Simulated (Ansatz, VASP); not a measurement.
## Sc2BP3: VASP beside Ansatz

INCAR

```
ALGO = Normal
EDIFF = 1E-7
EDIFFG = -0.01
ENCUT = 600
GGA = PE
IBRION = 2
ISIF = 3
ISMEAR = 0
LASPH = T
LCHARG = F
LREAL = F
LWAVE = F
NELM = 80
NSW = 100
PREC = Accurate
SIGMA = 0.1
```

The input KPOINTS:

```
k-points
0
Gamma
  12 12 6
```

POSCAR

```
Sc2BP3
1.0
    3.3046790720      0.0000000000      0.0000000000
    0.0000000000      3.3046790720      0.0000000000
    0.0000000000      0.0000000000      8.2565049642
Sc B P
2 1 3
Direct
    0.5000000000      0.5000000000      0.3051308495
    0.5000000000      0.5000000000      0.6948691505
    0.5000000000      0.5000000000      0.0000000000
    0.0000000000      0.0000000000      0.8692425961
    0.0000000000      0.0000000000      0.1307574039
    0.0000000000      0.0000000000      0.5000000000
```

Input for Ansatz:

```yaml
crystal:
  lattice:
    - [3.304679072, 0.0, 0.0]
    - [0.0, 3.304679072, 0.0]
    - [0.0, 0.0, 8.2565049642]
  atoms:
    - { symbol: Sc, position: [0.5, 0.5, 0.3051308495] }
    - { symbol: Sc, position: [0.5, 0.5, 0.6948691505] }
    - { symbol: B, position: [0.5, 0.5, 0.0] }
    - { symbol: P, position: [0.0, 0.0, 0.8692425961] }
    - { symbol: P, position: [0.0, 0.0, 0.1307574039] }
    - { symbol: P, position: [0.0, 0.0, 0.5] }
basis:
  ecutwfc: 420
kpoints:
  mp_grid: { grid: [12, 12, 6] }
hamiltonian:
  xc: pbe
scf:
  occupations: { method: gaussian, width: 0.1 }
output:
  forces: true
  stress: true
  eigenvalues: true
relax:
  adjacent_minimum: "off"
  f_tol: 0.01
  max_steps: 80
  cell: { stress_tol: 0.05 }
```

Change from the starting cell: species swapped into the Li3Tl2Cd type (P4/mmm, No. 123).

Alike in both runs: task relaxation of cell and atoms; functional PBE; k mesh 12 × 12 × 6; occupations gaussian, width 0.1 eV; no spin polarisation.

|  | VASP | Ansatz |
| --- | --- | --- |
| version | VASP 6.6.1 | Ansatz 0.2.0 |
| potentials or method | VASP PAW PBE potentials, release 64 (Sc_sv, B, P), cutoff 600 eV | scalar-relativistic, plane waves, PAW |
| valence electrons in the cell | 40 | 40 |

|  | VASP | Ansatz | Ansatz less VASP |
| --- | --- | --- | --- |
| gap on the k mesh at the Fermi level, each at its own relaxed structure (eV) | none | none | - |
| relaxed volume (Å³/atom) | 15.22 | 15.21 | -0.013 |
| relaxed cell length with the largest relative difference (Å) | 8.220 | 8.210 | -0.0100 |

A gap of «none» marks a metal or a gap that the smearing closes.
